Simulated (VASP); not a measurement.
# SnO2 (P3_121) in VASP: single point with PBE

Aim: the single point of SnO2 with PBE.

All numbers are computed with VASP 6.6.1; they aren't measurements. Logs are shortened: lines on timing, memory, paths and dates and some standing lists are left out, and cuts for length are marked.

## 1. The cell of the first run

It takes space group P3_121 (No. 152, trigonal). Conventional cell: a = 5.472 Å, b = 5.472 Å, c = 6.379 Å, α = 90.00°, β = 90.00°, γ = 120.00°. Within 2.6 Å of Sn (site symmetry 2) lie 4 O at 1.97 to 1.98 Å. Within 2.6 Å of O (site symmetry 1) lie 2 Sn at 1.97 to 1.98 Å.

## 2. Single point, PBE

File INCAR:

```
SYSTEM = SnO2
PREC = Accurate
ENCUT = 520
EDIFF = 1E-7
ISMEAR = 0
SIGMA = 0.02
LREAL = .False.
LASPH = .True.
NELM = 60
ALGO = Normal
ISIF = 2
LWAVE = .False.
LCHARG = .True.
GGA = PE
LELF = .True.
LVHAR = .True.
NBANDS = 49
```

File KPOINTS:

```
regular mesh
0
Gamma
  6 6 4
  0 0 0
```

File POSCAR:

```
SnO2
1.0
    5.4716335481      0.0000000000      0.0000000000
   -2.7358167740      4.7385736528      0.0000000000
    0.0000000000      0.0000000000      6.3792214712
Sn O
3 6
Direct
    0.4422784008      0.0000000000      0.3333333333
    0.0000000000      0.4422784008      0.6666666667
    0.5577215992      0.5577215992      0.0000000000
    0.3907540249      0.3177821296      0.2502336180
    0.6822178704      0.0729718953      0.5835669514
    0.9270281047      0.6092459751      0.9169002847
    0.3177821296      0.3907540249      0.7497663820
    0.0729718953      0.6822178704      0.4164330486
    0.6092459751      0.9270281047      0.0830997153
```

Potentials or basis: VASP PAW PBE potentials, release 64 (Sn_d, O).

The run is started by

```console
$ cat potpaw_PBE.64/Sn_d/POTCAR potpaw_PBE.64/O/POTCAR > POTCAR
$ mpirun -np 1 vasp_std > vasp.out
```

OUTCAR:

```text
SYSTEM = SnO2
   PREC = Accurate
   ENCUT = 520
   EDIFF = 1E-7
   ISMEAR = 0
   LREAL = .False.
   LASPH = .True.
   NELM = 60
   ISIF = 2
   GGA = PE

 ion  position               nearest neighbor table
   1  0.442  0.000  0.333-   4 1.97   8 1.97   9 1.98   5 1.98   3 3.51   3 3.51   2 3.51   2 3.51

   2  0.000  0.442  0.667-   5 1.97   7 1.97   6 1.98   8 1.98   3 3.51   3 3.51   1 3.51   1 3.51

   3  0.558  0.558  0.000-   9 1.97   6 1.97   4 1.98   7 1.98   1 3.51   1 3.51   2 3.51   2 3.51

   4  0.391  0.318  0.250-   1 1.97   3 1.98
   5  0.682  0.073  0.584-   2 1.97   1 1.98
   6  0.927  0.609  0.917-   3 1.97   2 1.98
   7  0.318  0.391  0.750-   2 1.97   3 1.98
   8  0.073  0.682  0.416-   1 1.97   2 1.98
   9  0.609  0.927  0.083-   3 1.97   1 1.98

  LATTYP: Found a hexagonal cell.
 ALAT       =     5.4716335481
 C/A-ratio  =     1.1658714742

  Lattice vectors:

 A1 = (   5.4716335481,   0.0000000000,   0.0000000000)
 A2 = (  -2.7358167740,   4.7385736528,   0.0000000000)
 A3 = (   0.0000000000,   0.0000000000,   6.3792214712)

Analysis of symmetry for initial positions (statically):
=====================================================================
 Subroutine PRICEL returns:
 Original cell was already a primitive cell.

 Routine SETGRP: Setting up the symmetry group for a
 hexagonal supercell.

 Subroutine GETGRP returns: Found  6 space group operations
 (whereof  2 operations were pure point group operations)
 out of a pool of 24 trial point group operations.

The static configuration has the point symmetry C_2 .
 The point group associated with its full space group is D_3 .

Analysis of symmetry for dynamics (positions and initial velocities):
=====================================================================
 Subroutine PRICEL returns:
 Original cell was already a primitive cell.

 Routine SETGRP: Setting up the symmetry group for a
 hexagonal supercell.

 Subroutine GETGRP returns: Found  6 space group operations
 (whereof  2 operations were pure point group operations)
 out of a pool of 24 trial point group operations.

The dynamic configuration has the point symmetry C_2 .
 The point group associated with its full space group is D_3 .

 Subroutine INISYM returns: Found  6 space group operations
 (whereof  2 operations are pure point group operations),
 and found     1 'primitive' translations

[... 112 lines left out ...]
   NFREE  =      0    steps in history (QN), initial steepest desc. (CG)
   ISIF   =      2    stress and relaxation
   ISYM   =      2    0-nonsym 1-usesym 2-fastsym
   POTIM  = 0.5000    time-step for ionic-motion
   TEBEG  =    0.0;   TEEND  =   0.0 temperature during run
   PSTRESS=    0.0 pullay stress
   NELECT =      78.0000    total number of electrons
   NUPDOWN=      -1.0000    fix difference up-down
   EMIN   =  10.00;   EMAX   =-10.00  energy-range for DOS
   EFERMI =   0.00;   METHOD = LEGACY
   ISMEAR =     0;   SIGMA  =   0.02  broadening in eV -4-tet -1-fermi 0-gaus
   EFERMI_NEDOS =   21; number of points for ismear=-14 and -15
   IALGO  =     38    algorithm
   IMIX   =      4    mixing-type and parameters
     AMIX     =   0.40;   BMIX     =  1.00
     AMIX_MAG =   1.60;   BMIX_MAG =  1.00
  volume/ion in A,a.u.               =      18.38       124.02
  Fermi-wavevector in a.u.,A,eV,Ry     =   1.274272  2.408026 22.092732  1.623770
  Thomas-Fermi vector in A             =   2.407050
   LORBIT       =      0    0 simple, 1 ext, 2 COOP (PROOUT), +10 PAW based schemes
   GGA     = PE    functional components
   LHFCALC =     F    Hartree Fock is set to
   AEXX    =    0.0000 exact exchange contribution
   IVDW    =     0    specifies the selected vdW correction
   LEPSILON=     F    determine dielectric tensor
   LRPA    =     F    only Hartree local field effects (RPA)
 non-spin polarized calculation
 Gauss-broadening in eV      SIGMA  =   0.02
  energy-cutoff  :      520.00
  volume of cell :      165.40
 maximum number of plane-waves:      4506
 NGX is ok and might be reduce to    42
   NGX = 21   NGY = 21   NGZ = 23

 number of electron      78.0000006 magnetization

 Free energy of the ion-electron system (eV)
  ---------------------------------------------------
  ext. energy  EPLUGINS =         0.00000000
  ---------------------------------------------------
  free energy    TOTEN  =       -53.13223276 eV

  energy without entropy =      -53.13223276  energy(sigma->0) =      -53.13223276

 E-fermi :   1.0566     XC(G=0):  -8.7392

 val. band max:        0.9007350123   @ k =   0.1667   0.1667   0.0000
 cond. band min:       2.7761413929   @ k =   0.0000   0.0000   0.0000
 fundamental gap:      1.8754063806
 Fermi energy:         1.0566423746

 k-point     1 :       0.0000    0.0000    0.0000
  band No.  band energies     occupation
      1     -19.1925      2.00000
      2     -19.1820      2.00000
      3     -19.1820      2.00000
      4     -19.0180      2.00000
      5     -19.0180      2.00000
      6     -18.5899      2.00000
[... 1237 lines left out ...]
     48      10.6351      0.00000
     49      10.6744      0.00000

------------------------ aborting loop because EDIFF is reached ----------------------------------------

  FORCE on cell =-STRESS in cart. coord.  units (eV):
  Direction    XX          YY          ZZ          XY          YZ          ZX
  --------------------------------------------------------------------------------------
  -------------------------------------------------------------------------------------
  Total        0.3122729      0.3122729      0.3890360      0.0000000      0.0000000     -0.0000000
  in kB        3.0249109      3.0249109      3.7684956      0.0000000      0.0000000     -0.0000000
  external PRESSURE =       3.2727725 kB  Pullay stress =       0.0000000 kB

 VOLUME and BASIS-vectors are now :
 -----------------------------------------------------------------------------
  energy-cutoff  :      520.00
  volume of cell :      165.40
      direct lattice vectors                 reciprocal lattice vectors
     5.471633548  0.000000000  0.000000000     0.182760777  0.105516984  0.000000000
    -2.735816774  4.738573653  0.000000000     0.000000000  0.211033968  0.000000000
     0.000000000  0.000000000  6.379221471     0.000000000  0.000000000  0.156758941

 POSITION                                       TOTAL-FORCE (eV/Angst)
 -----------------------------------------------------------------------------------
      2.41999      0.00000      2.12641        -0.003984     -0.000000     -0.000000
     -1.20999      2.09577      4.25281         0.001992     -0.003450      0.000000
      1.52582      2.64280      0.00000         0.001992      0.003450      0.000000
      1.26867      1.50583      1.59630        -0.032162      0.007776      0.025985
      3.53321      0.34578      3.72270         0.009347     -0.031742      0.025985
      3.40557      2.88696      5.84911         0.022816      0.023965      0.025985
      0.66976      1.85162      4.78293         0.022816     -0.023965     -0.025985
     -1.46715      3.23274      2.65652        -0.032162     -0.007776     -0.025985
      0.79739      4.39279      0.53011         0.009347      0.031742     -0.025985
 -----------------------------------------------------------------------------------
    total drift:                               -0.000002     -0.000004      0.000000

  FREE ENERGIE OF THE ION-ELECTRON SYSTEM (eV)
  ---------------------------------------------------
  free  energy   TOTEN  =       -53.1322327634 eV

  energy  without entropy=      -53.1322327634  energy(sigma->0) =      -53.13223276
```

OSZICAR:

```text
N       E                     dE             d eps       ncg     rms          rms(c)
DAV:   1     0.107493753663E+04    0.10749E+04   -0.37457E+04  2642   0.217E+03
DAV:   2     0.143210212446E+03   -0.93173E+03   -0.88353E+03  2584   0.664E+02
DAV:   3    -0.497645174070E+02   -0.19297E+03   -0.18908E+03  2721   0.243E+02
DAV:   4    -0.634951319149E+02   -0.13731E+02   -0.13577E+02  2760   0.729E+01
DAV:   5    -0.639478553629E+02   -0.45272E+00   -0.45200E+00  2816   0.137E+01    0.203E+01
DAV:   6    -0.529890781060E+02    0.10959E+02   -0.40574E+01  3705   0.788E+01    0.785E+00
DAV:   7    -0.532029877346E+02   -0.21391E+00   -0.50660E+00  2512   0.110E+01    0.455E+00
DAV:   8    -0.531748403119E+02    0.28147E-01   -0.84297E-01  3552   0.647E+00    0.142E+00
DAV:   9    -0.531284176622E+02    0.46423E-01   -0.24757E-01  3744   0.528E+00    0.226E-01
DAV:  10    -0.531316448636E+02   -0.32272E-02   -0.20671E-02  3023   0.119E+00    0.958E-02
DAV:  11    -0.531322109733E+02   -0.56611E-03   -0.23039E-03  3600   0.488E-01    0.709E-02
DAV:  12    -0.531322322674E+02   -0.21294E-04   -0.28323E-04  3150   0.147E-01    0.402E-02
DAV:  13    -0.531322331233E+02   -0.85595E-06   -0.15504E-04  3959   0.102E-01    0.107E-02
DAV:  14    -0.531322323575E+02    0.76583E-06   -0.22575E-05  3151   0.362E-02    0.391E-03
DAV:  15    -0.531322324961E+02   -0.13860E-06   -0.11138E-06  2839   0.128E-02    0.187E-03
DAV:  16    -0.531322326818E+02   -0.18574E-06   -0.17924E-07  1926   0.280E-03    0.103E-03
DAV:  17    -0.531322327634E+02   -0.81596E-07   -0.29082E-08  1799   0.181E-03
   1 F= -.53132233E+02 E0= -.53132233E+02  d E =-.552589E-29
```

stdout:

```text
POSCAR found type information on POSCAR SnO
 POSCAR found :  2 types and       9 ions
 scaLAPACK will be used
 LDA part: xc-table for (Slater+PW92), standard interpolation
 POSCAR, INCAR and KPOINTS ok, starting setup
 FFT: planning ... GRIDC
 FFT: planning ... GRID_SOFT
 FFT: planning ... GRID
 WAVECAR not read
 entering main loop
```

It took 3.8 min on 1 thread of Intel Xeon Platinum 8488C (Sapphire Rapids), shared host; peak memory 0.35 GiB.

Results:

```
Free energy            : -53.1322 eV
Pressure               : 0.3 GPa
Largest force          : 0.042 eV/Å
Band gap on the k mesh : 1.88 eV (least direct gap 1.90 eV)
```

Forces on the atoms (eV/Å):
```
Sn  -0.004  0.000  0.000
Sn   0.002 -0.003  0.000
Sn   0.002  0.003  0.000
O   -0.032  0.008  0.026
O    0.009 -0.032  0.026
O    0.023  0.024  0.026
O    0.023 -0.024 -0.026
O   -0.032 -0.008 -0.026
O    0.009  0.032 -0.026
```

Caveat: spin-orbit coupling is left out, which moves the levels of the heavy elements. A k mesh can miss the band edges.
